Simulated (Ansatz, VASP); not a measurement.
Be: VASP beside Ansatz

The input INCAR:

```
SYSTEM = Be
PREC = Accurate
ENCUT = 520
EDIFF = 1E-8
ISMEAR = -1
SIGMA = 0.03
LREAL = .False.
LASPH = .True.
NELM = 60
ALGO = Normal
ISIF = 2
LWAVE = .False.
LCHARG = .False.
GGA = PS
LEFG = .True.
NBANDS = 7
```

KPOINTS

```
Automatic mesh
0
Gamma
  23 23 23
  0 0 0
```

The input POSCAR:

```
Be
1.0
   -1.2405897418      1.2531209513      1.2531209513
    1.2531209513     -1.2405897418      1.2531209513
    1.2531209513      1.2531209513     -1.2405897418
Be
1
Direct
    0.0000000000      0.0000000000      0.0000000000
```

Input for Ansatz:

```yaml
crystal:
  lattice:
    - [-1.2405897418, 1.2531209513, 1.2531209513]
    - [1.2531209513, -1.2405897418, 1.2531209513]
    - [1.2531209513, 1.2531209513, -1.2405897418]
  atoms:
    - { symbol: Be, position: [0.0, 0.0, 0.0] }
kpoints:
  mp_grid: { grid: [23, 23, 23] }
scf:
  occupations: { method: fermi_dirac, width: 0.03 }
hamiltonian:
  xc: pbesol
  pseudopotentials: { kind: all_electron, datasets: crystal }
output:
  forces: true
  stress: true
  eigenvalues: true
  efg: { contact_densities: true }
```

Change from the starting cell: equal xy, yz and zx shear strains of +1 %, crystal datasets.

Alike in both runs: task electric field gradients; functional PBEsol; k mesh 23 × 23 × 23; occupations fermi-dirac, width 0.03 eV; no spin polarisation.

```csv
,VASP,Ansatz
version,VASP 6.6.1,Ansatz 0.2.0
potentials or method,"VASP PAW PBE potentials, release 64 (Be), cutoff 520 eV","all-electron PAW with datasets made for the crystal, scalar-relativistic"
```

VASP gave:

| Item | Value |
| --- | --- |
| pressure (GPa) | -1.6 |
| traceless stress, the component that is largest in VASP (GPa) | -1.97 |
| size of Vzz on the site where it differs most (V/Å²) | 0.2 |

Q: Estimate Ansatz's values.

A: Pressure (GPa): -2.0; traceless stress, the component that is largest in VASP (GPa): -1.97; size of Vzz on the site where it differs most (V/Å²): 0.2.

VASP's potentials were made for PBE, not for PBEsol. Ansatz ran all-electron here, and VASP with PAW potentials.
